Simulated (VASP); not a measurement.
# KF in VASP: notebook

KF is run at these levels: PBE; tasks: single point, relaxation of cell and atoms.

Program: VASP 6.6.1. These are calculated values, not measurements. Logs are shortened: lines on timing, memory, paths and dates and some standing lists are left out, and cuts for length are marked.

## (1) The cell of the first run

It takes space group P-6m2 (No. 187, hexagonal). The conventional cell has a = 3.691 Å, b = 3.691 Å, c = 3.362 Å, α = 90.00°, β = 90.00°, γ = 120.00°. Within 3.7 Å of K (site symmetry -6m2) lie 6 F at 2.71 Å and 8 K at 3.36 to 3.69 Å. F (site symmetry -6m2) has 6 K at 2.71 Å and 8 F at 3.36 to 3.69 Å within 3.7 Å.

The cell was generated, and may not be a known phase.

## (2) Single point, PBE

Contents of INCAR:

```
PREC = Accurate
ENCUT = 520
EDIFF = 1E-7
ISMEAR = 0
SIGMA = 0.02
LREAL = F
LASPH = T
NELM = 100
ALGO = Normal
ISIF = 2
LWAVE = F
LCHARG = F
GGA = PE
NBANDS = 15
```

Contents of KPOINTS:

```
Automatic mesh
0
Gamma
  6 6 8
```

Contents of POSCAR:

```
KF
1.0
    3.6913036182      0.0000000000      0.0000000000
   -1.8456518091      3.1967627064      0.0000000000
    0.0000000000      0.0000000000      3.3619873183
K F
1 1
Direct
    0.3333333333      0.6666666667      0.5000000000
    0.6666666667      0.3333333333      0.0000000000
```

Potentials or basis: VASP PAW PBE potentials, release 64 (K_sv, F).

Started as:

```bash
cat potpaw_PBE.64/K_sv/POTCAR potpaw_PBE.64/F/POTCAR > POTCAR
mpirun -np 1 vasp_std > vasp.out
```

OUTCAR:

```text
PREC = Accurate
   ENCUT = 520
   EDIFF = 1E-7
   ISMEAR = 0
   LREAL = F
   LASPH = T
   NELM = 100
   ISIF = 2
   GGA = PE

 ion  position               nearest neighbor table
   1  0.333  0.667  0.500-   2 2.71   2 2.71   2 2.71   2 2.71   2 2.71   2 2.71
   2  0.667  0.333  0.000-   1 2.71   1 2.71   1 2.71   1 2.71   1 2.71   1 2.71

  LATTYP: Found a hexagonal cell.
 ALAT       =     3.6913036182
 C/A-ratio  =     0.9107859082

  Lattice vectors:

 A1 = (   3.6913036182,   0.0000000000,   0.0000000000)
 A2 = (  -1.8456518091,   3.1967627064,   0.0000000000)
 A3 = (   0.0000000000,   0.0000000000,   3.3619873183)

Analysis of symmetry for initial positions (statically):
=====================================================================
 Subroutine PRICEL returns:
 Original cell was already a primitive cell.

 Routine SETGRP: Setting up the symmetry group for a
 hexagonal supercell.

 Subroutine GETGRP returns: Found 12 space group operations
 (whereof 12 operations were pure point group operations)
 out of a pool of 24 trial point group operations.

The static configuration has the point symmetry D_3h.

Analysis of symmetry for dynamics (positions and initial velocities):
=====================================================================
 Subroutine PRICEL returns:
 Original cell was already a primitive cell.

 Routine SETGRP: Setting up the symmetry group for a
 hexagonal supercell.

 Subroutine GETGRP returns: Found 12 space group operations
 (whereof 12 operations were pure point group operations)
 out of a pool of 24 trial point group operations.

The dynamic configuration has the point symmetry D_3h.

 Subroutine INISYM returns: Found 12 space group operations
 (whereof 12 operations are pure point group operations),
 and found     1 'primitive' translations

----------------------------------------------------------------------------------------

                                     Primitive cell

  volume of cell :      39.6722

  direct lattice vectors                    reciprocal lattice vectors
     3.691303618  0.000000000  0.000000000     0.270907003  0.156408231  0.000000000
    -1.845651809  3.196762706  0.000000000     0.000000000  0.312816462  0.000000000
[... 86 lines left out ...]
   LREAL  =      F    real-space projection
   EDIFFG = 0.1E-05   stopping-criterion for IOM
   NSW    =      0    number of steps for IOM
   IBRION =     -1    ionic relax: 0-MD 1-quasi-New 2-CG
   NFREE  =      0    steps in history (QN), initial steepest desc. (CG)
   ISIF   =      2    stress and relaxation
   ISYM   =      2    0-nonsym 1-usesym 2-fastsym
   POTIM  = 0.5000    time-step for ionic-motion
   TEBEG  =    0.0;   TEEND  =   0.0 temperature during run
   PSTRESS=    0.0 pullay stress
   NELECT =      16.0000    total number of electrons
   NUPDOWN=      -1.0000    fix difference up-down
   EMIN   =  10.00;   EMAX   =-10.00  energy-range for DOS
   EFERMI =   0.00;   METHOD = LEGACY
   ISMEAR =     0;   SIGMA  =   0.02  broadening in eV -4-tet -1-fermi 0-gaus
   EFERMI_NEDOS =   21; number of points for ismear=-14 and -15
   IALGO  =     38    algorithm
   IMIX   =      4    mixing-type and parameters
     AMIX     =   0.40;   BMIX     =  1.00
     AMIX_MAG =   1.60;   BMIX_MAG =  1.00
  volume/ion in A,a.u.               =      19.84       133.86
  Fermi-wavevector in a.u.,A,eV,Ry     =   1.209538  2.285695 19.905071  1.462981
  Thomas-Fermi vector in A             =   2.345112
   LORBIT       =      0    0 simple, 1 ext, 2 COOP (PROOUT), +10 PAW based schemes
   GGA     = PE    functional components
   LHFCALC =     F    Hartree Fock is set to
   AEXX    =    0.0000 exact exchange contribution
   IVDW    =     0    specifies the selected vdW correction
   LEPSILON=     F    determine dielectric tensor
   LRPA    =     F    only Hartree local field effects (RPA)
 non-spin polarized calculation
 Gauss-broadening in eV      SIGMA  =   0.02
  energy-cutoff  :      520.00
  volume of cell :       39.67
 maximum number of plane-waves:      1100
 NGX is ok and might be reduce to    28

 number of electron      15.9999997 magnetization

 Free energy of the ion-electron system (eV)
  ---------------------------------------------------
  ext. energy  EPLUGINS =         0.00000000
  ---------------------------------------------------
  free energy    TOTEN  =        -8.17461507 eV

  energy without entropy =       -8.17461507  energy(sigma->0) =       -8.17461507

 E-fermi :  -2.5633     XC(G=0):  -8.2403

 val. band max:       -2.6749025907   @ k =   0.0000   0.0000   0.0000
 cond. band min:       2.9609486437   @ k =   0.0000   0.0000   0.0000
 fundamental gap:      5.6358512344
 Fermi energy:        -2.5633279689

 k-point     1 :       0.0000    0.0000    0.0000
  band No.  band energies     occupation
      1     -29.3212      2.00000
      2     -21.4507      2.00000
      3     -12.5878      2.00000
      4     -12.5878      2.00000
      5     -12.4593      2.00000
      6      -2.8956      2.00000
      7      -2.8955      2.00000
      8      -2.6749      2.00000
      9       2.9609      0.00000
     10       6.1033      0.00000
     11       8.5177      0.00000
     12       8.5177      0.00000
     13      10.9611      0.00000
     14      10.9611      0.00000
[... 401 lines left out ...]
      2     -21.4527      2.00000
      3     -12.9521      2.00000
      4     -12.8556      2.00000
      5     -12.5940      2.00000
      6      -3.3238      2.00000
      7      -3.0680      2.00000
      8      -2.9898      2.00000
      9       5.8154      0.00000
     10       7.0767      0.00000
     11       9.0313      0.00000
     12       9.3653      0.00000
     13      10.0740      0.00000
     14      10.1683      0.00000
     15      13.7331      0.00000

 [... further k-points ...]
[... 5 lines left out ...]
  --------------------------------------------------------------------------------------
  -------------------------------------------------------------------------------------
  Total        0.0054409      0.0054409      0.0122294      0.0000000     -0.0000000      0.0000000
  in kB        0.2197328      0.2197328      0.4938911      0.0000000     -0.0000000      0.0000000
  external PRESSURE =       0.3111189 kB  Pullay stress =       0.0000000 kB

 VOLUME and BASIS-vectors are now :
 -----------------------------------------------------------------------------
  energy-cutoff  :      520.00
  volume of cell :       39.67
      direct lattice vectors                 reciprocal lattice vectors
     3.691303618  0.000000000  0.000000000     0.270907003  0.156408231  0.000000000
    -1.845651809  3.196762706  0.000000000     0.000000000  0.312816462  0.000000000
     0.000000000  0.000000000  3.361987318     0.000000000  0.000000000  0.297443121

 POSITION                                       TOTAL-FORCE (eV/Angst)
 -----------------------------------------------------------------------------------
     -0.00000      2.13118      1.68099        -0.000000      0.000000      0.000000
      1.84565      1.06559      0.00000         0.000000     -0.000000      0.000000
 -----------------------------------------------------------------------------------
    total drift:                               -0.000002      0.000001      0.000000

  FREE ENERGIE OF THE ION-ELECTRON SYSTEM (eV)
  ---------------------------------------------------
  free  energy   TOTEN  =        -8.1746150650 eV

  energy  without entropy=       -8.1746150650  energy(sigma->0) =       -8.17461507
```

OSZICAR:

```text
N       E                     dE             d eps       ncg     rms          rms(c)
DAV:   1     0.112807152684E+03    0.11281E+03   -0.81483E+03  1050   0.101E+03
DAV:   2    -0.373176537047E+01   -0.11654E+03   -0.10967E+03  1372   0.289E+02
DAV:   3    -0.937743123970E+01   -0.56457E+01   -0.56211E+01  1787   0.557E+01
DAV:   4    -0.949819592606E+01   -0.12076E+00   -0.12075E+00  1219   0.531E+00
DAV:   5    -0.949937944731E+01   -0.11835E-02   -0.11835E-02  1538   0.470E-01    0.627E+00
DAV:   6    -0.822769059989E+01    0.12717E+01   -0.34522E+00  1120   0.143E+01    0.382E+00
DAV:   7    -0.818624445726E+01    0.41446E-01   -0.75622E-02  1248   0.232E+00    0.209E+00
DAV:   8    -0.817187299124E+01    0.14371E-01   -0.52685E-02  1267   0.227E+00    0.207E-01
DAV:   9    -0.817387221130E+01   -0.19992E-02   -0.40351E-03  1220   0.529E-01    0.130E-01
DAV:  10    -0.817454144167E+01   -0.66923E-03   -0.63181E-04  1161   0.223E-01    0.702E-02
DAV:  11    -0.817461873791E+01   -0.77296E-04   -0.92532E-05  1239   0.958E-02    0.210E-02
DAV:  12    -0.817461502941E+01    0.37085E-05   -0.21994E-05  1220   0.481E-02    0.381E-03
DAV:  13    -0.817461508701E+01   -0.57600E-07   -0.21280E-06  1184   0.138E-02    0.127E-03
DAV:  14    -0.817461506504E+01    0.21970E-07   -0.79662E-08  1100   0.284E-03
   1 F= -.81746151E+01 E0= -.81746151E+01  d E =-.119356E-17
```

Run time: 16 s. Hardware: 1 thread of Intel Xeon Platinum 8488C (Sapphire Rapids), shared host; peak memory 0.16 GiB.

Results:

| Item | Value |
| --- | --- |
| Free energy | -8.1746 eV |
| Pressure | 0.0 GPa |
| Band gap on the k mesh | 5.64 eV |

Levels at points of the mesh, in eV from the valence-band top:
```
           k point  band 6  band 7  band 8  band 9  band 10  band 11
(0.00, 0.00, 0.00)   -0.22   -0.22    0.00    5.64     8.78    11.19
(0.50, 0.00, 0.00)   -0.80   -0.18   -0.16    8.03     9.61    10.57
(0.00, 0.00, 0.50)   -0.98   -0.19   -0.19    8.57     9.93    10.96
(0.50, 0.00, 0.50)   -0.60   -0.47   -0.38    9.04     9.17    12.04
```

A k mesh can miss the band edges.

## (3) Relaxation of cell and atoms, PBE

Contents of INCAR:

```
SYSTEM = KF
ALGO = Normal
EDIFF = 1E-7
EDIFFG = -0.01
ENCUT = 600
GGA = PE
IBRION = 2
ISIF = 3
ISMEAR = 0
LASPH = .True.
LCHARG = .False.
LREAL = .False.
LWAVE = .False.
NELM = 80
NSW = 100
PREC = Accurate
SIGMA = 0.02
```

Contents of KPOINTS:

```
k-points
0
Gamma
  6 6 8
  0 0 0
```

POSCAR is that of step 2.

Potentials or basis: VASP PAW PBE potentials, release 64 (K_sv, F).

Started as:

```bash
cat potpaw_PBE.64/K_sv/POTCAR potpaw_PBE.64/F/POTCAR > POTCAR
mpirun -np 1 vasp_std > vasp.out
```

Wall time 19 s (1 thread of Intel Xeon Platinum 8488C (Sapphire Rapids), shared host); peak memory 0.17 GiB.

Results (log left out):

```
Free energy             : -8.1765 eV
Pressure after relaxing : 0.0 GPa
Band gap on the k mesh  : 5.64 eV
```

Final structure:
```
CELL_PARAMETERS angstrom
3.69130 0.00000 0.00000
-1.84565 3.19676 0.00000
0.00000 0.00000 3.36199
ATOMIC_POSITIONS crystal
K 0.33333 0.66667 0.50000
F 0.66667 0.33333 0.00000
```

Levels at points of the mesh, in eV from the valence-band top:
```csv
k point,band 5,band 6,band 7,band 8,band 9,band 10,band 11,band 12
"(0.00, 0.00, 0.00)",-9.78,-0.22,-0.22,0.00,5.64,8.78,11.19,11.19
"(0.50, 0.00, 0.00)",-9.70,-0.80,-0.18,-0.16,8.03,9.61,10.57,12.53
"(0.00, 0.00, 0.50)",-9.83,-0.98,-0.19,-0.19,8.57,9.93,10.96,10.96
"(0.50, 0.00, 0.50)",-9.93,-0.60,-0.47,-0.38,9.04,9.17,12.04,13.28
```

A k mesh can miss the band edges.

## (4) Single point, PBE

This run uses another cell than the first one: it holds 4 atoms, not 2.

Contents of INCAR:

```
ALGO = Normal
EDIFF = 1E-6
ENCUT = 520
GGA = PE
ISIF = 2
ISMEAR = 0
LASPH = T
LCHARG = T
LELF = T
LREAL = F
LVHAR = T
LWAVE = F
NBANDS = 24
NELM = 100
PREC = Accurate
SIGMA = 0.1
```

Contents of KPOINTS:

```
k-points
0
Gamma
  6 4 4
```

Contents of POSCAR:

```
KF
1.0
    3.6973769120     -0.1110487050     -0.2089894965
    2.0397783435      4.4966196501      0.7203888319
   -1.6188900434     -1.0274446781      4.5975982874
K F
2 2
Direct
    0.4883464805      0.2651019532      0.1573583159
   -0.0116272461      0.7651135573      0.6573722359
    0.2389480170     -0.1506256841      0.2416824831
    0.7389175038      0.3493946232      0.7416820780
```

Started as:

```bash
cat potpaw_PBE.64/K_sv/POTCAR potpaw_PBE.64/F/POTCAR > POTCAR
mpirun -np 1 vasp_std > vasp.out
```

It took 87 s on 1 thread of Intel Xeon Platinum 8488C (Sapphire Rapids), shared host; peak memory 0.24 GiB.

Results (log left out):

| Item | Value |
| --- | --- |
| Free energy | -16.3489 eV |
| Pressure | 0.1 GPa |
| Band gap on the k mesh | 5.64 eV |

Stress tensor (GPa, compression positive):
```
-0.05 -0.01 -0.01
-0.01  0.08  0.04
-0.01  0.04  0.13
```

Levels at points of the mesh, in eV from the valence-band top:
| k point | band 12 | band 13 | band 14 | band 15 | band 16 | band 17 | band 18 | band 19 | band 20 | band 21 |
| --- | --- | --- | --- | --- | --- | --- | --- | --- | --- | --- |
| (0.00, 0.00, 0.00) | -0.48 | -0.40 | -0.22 | -0.21 | 0.00 | 5.64 | 8.78 | 9.06 | 9.17 | 11.14 |
| (0.50, 0.00, 0.00) | -0.57 | -0.45 | -0.45 | -0.28 | -0.28 | 8.58 | 8.58 | 10.50 | 10.50 | 11.12 |
| (0.00, 0.50, 0.00) | -0.56 | -0.31 | -0.31 | -0.25 | -0.25 | 7.67 | 7.67 | 10.15 | 10.15 | 10.84 |
| (0.50, 0.50, 0.00) | -0.60 | -0.47 | -0.38 | -0.17 | -0.16 | 8.03 | 9.04 | 9.17 | 9.61 | 10.56 |
| (0.00, 0.00, 0.50) | -0.56 | -0.31 | -0.31 | -0.25 | -0.25 | 7.67 | 7.67 | 10.15 | 10.15 | 10.84 |
| (0.50, 0.00, 0.50) | -0.60 | -0.47 | -0.38 | -0.17 | -0.16 | 8.03 | 9.03 | 9.17 | 9.62 | 10.57 |
| (0.00, 0.50, 0.50) | -0.80 | -0.20 | -0.19 | -0.18 | -0.16 | 8.04 | 8.57 | 9.62 | 9.93 | 10.60 |
| (0.50, 0.50, 0.50) | -0.57 | -0.45 | -0.45 | -0.28 | -0.28 | 8.58 | 8.58 | 10.50 | 10.50 | 11.12 |

## (5) Overview

| task | cell | k mesh | cutoff (eV) | smearing | gap on the mesh (eV) | pressure (GPa) |
| --- | --- | --- | --- | --- | --- | --- |
| single point | a = 3.691, b = 3.691, c = 3.362 Å, angles 90.0, 90.0, 120.0°, 2 atoms, atomic positions A | 6 × 6 × 8 | 520 | gaussian 0.02 eV | 5.64 | 0.0 |
| relaxation of cell and atoms | relaxed from a = 3.691, b = 3.691, c = 3.362 Å, angles 90.0, 90.0, 120.0°, 2 atoms, atomic positions A | 6 × 6 × 8 | 600 | gaussian 0.02 eV | 5.64 | 0.0 |
| single point | a = 3.705, b = 4.990, c = 4.981 Å, angles 100.7, 111.7, 68.1°, 4 atoms, atomic positions B | 6 × 4 × 4 | 520 | gaussian 0.1 eV | 5.64 | 0.1 |

Alike in all rows: level PBE; potentials or basis VASP PAW PBE potentials, release 64 (K_sv, F); no spin polarisation.

Total energies depend on the potentials used, so only differences within one code and one set of settings carry meaning.
